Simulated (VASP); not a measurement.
Wanted: the native input for a VASP 6.6.1 run.

```
Task                   : single point
Functional             : PBEsol
Potentials or basis    : VASP PAW PBE potentials, release 64 (W_sv, C)
Cutoff                 : 520 eV
k mesh                 : 4 × 5 × 1
Occupations            : gaussian, width 0.05 eV
Spin                   : no spin polarisation
Dipole correction      : no
Further INCAR settings : LREAL = Auto; ALGO = Normal; EDIFF = 1e-07; NBANDS = 93
```

The structure of W9C8 lies in POSCAR:

```
W9C8
1.0
    5.8060000000      0.0000000000      0.0000000000
    0.0000000000      5.6630000000      0.0000000000
    0.0000000000      0.0000000000     15.1901200000
W C
9 8
Direct
    0.0000000000      0.0000000000      0.0658323000
    0.2519168799      0.0034379692      0.2279537289
    0.0000000000      0.5000000000      0.0658323000
    0.2454787896      0.4987845654      0.2275827091
    0.5000000000      0.0000000000      0.0658323000
    0.7508243662     -0.0017483301      0.2308468792
    0.5000000000      0.5000000000      0.0658323000
    0.7481036098      0.4974403730      0.2261484189
   -0.0119399191      0.4468873910      0.3790128170
    0.0011106600      0.2476286082      0.1678978754
    0.2389051080      0.2617449276      0.3298490720
   -0.0056987729      0.7521429591      0.1645403064
    0.0473160107      0.7854879880      0.3083867973
    0.5048231388      0.2522079451      0.1691363472
    0.7662520177      0.2481886008      0.3293034111
    0.4941830892      0.7491177215      0.1731052787
    0.8150952087      0.7507767078      0.3339834542
```

The input as run:

INCAR

```
ALGO = Normal
EDIFF = 1E-7
ENCUT = 520
GGA = PS
ISIF = 2
ISMEAR = 0
LASPH = True
LCHARG = False
LREAL = Auto
LWAVE = False
NBANDS = 93
NELM = 100
PREC = Accurate
SIGMA = 0.05
```

KPOINTS

```
k-points
0
Gamma
  4 5 1
```

Potentials or basis: VASP PAW PBE potentials, release 64 (W_sv, C).

The run is started by

```bash
$ cat potpaw_PBE.64/W_sv/POTCAR potpaw_PBE.64/C/POTCAR > POTCAR
$ mpirun -np 1 vasp_std > vasp.out
```

Results of the run:

```yaml
Largest_force: 0.857 eV/Å
Band_gap_on_the_k_mesh: zero (bands 79 and 80 overlap by 0.25 eV)
```

Caveat: the PAW data sets were made with another functional, which shifts forces and pressure a little; spin-orbit coupling is left out, which moves the levels of the heavy elements.

Run time: 27 min on 1 thread of Intel(R) Xeon(R) Platinum 8259CL CPU @ 2.50GHz (Skylake/Cascade Lake), with other jobs on the host, peak memory 0.7 GiB.
